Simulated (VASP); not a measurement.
**Fe: single point with PBEsol**

Fe:

```xyz
2
Lattice="2.4178 0.0000 0.0000 -1.2089 2.0939 0.0000 0.0000 0.0000 3.8161" Properties=species:S:1:pos:R:3 pbc="T T T"
Fe    0.0000    1.3959    0.9540
Fe    1.2089    0.6980    2.8621
```

This cell differs from its parent crystal: volume scaled by 0.98.

```json
{
  "Program": "VASP 6.6.1",
  "Task": "single point",
  "Functional": "PBEsol",
  "Potentials or basis": "VASP PAW PBE potentials, release 64 (Fe)",
  "Cutoff": "520 eV",
  "k mesh": "17 × 17 × 10",
  "Occupations": "fermi-dirac, width 0.08 eV",
  "Spin": "no spin polarisation",
  "Dipole correction": "no",
  "Further INCAR settings": "ALGO = Normal; EDIFF = 1e-06; NBANDS = 15"
}
```

```
Pressure               : 5.0 GPa
Band gap on the k mesh : zero (band 8 reaches 8.27 eV, above the bottom of band 9 at 6.30 eV)
```

Stress tensor (GPa, compression positive):
```
4.70 0.00 0.00
0.00 4.70 0.00
0.00 0.00 5.75
```

Levels at points of the mesh, in eV from the Fermi level:
```
           k point  band 5  band 6  band 7  band 8  band 9  band 10  band 11  band 12
(0.00, 0.00, 0.00)   -1.65   -1.29   -1.29   -0.92   -0.92     0.55     0.77     0.77
(0.00, 0.00, 0.50)   -1.93   -1.93   -1.93   -1.93    0.35     0.35     0.35     0.35
```

Run time: 28 s on 1 thread of AMD EPYC 9R14 (Zen 4), with other jobs on the host, peak memory 0.13 GiB.

Caveat: the PAW data sets were made with another functional, which shifts forces and pressure a little; the run has no spin polarisation, though such a crystal can be magnetic. Spin polarisation is off, so any magnetic state and its effect on volume and gap are missing.
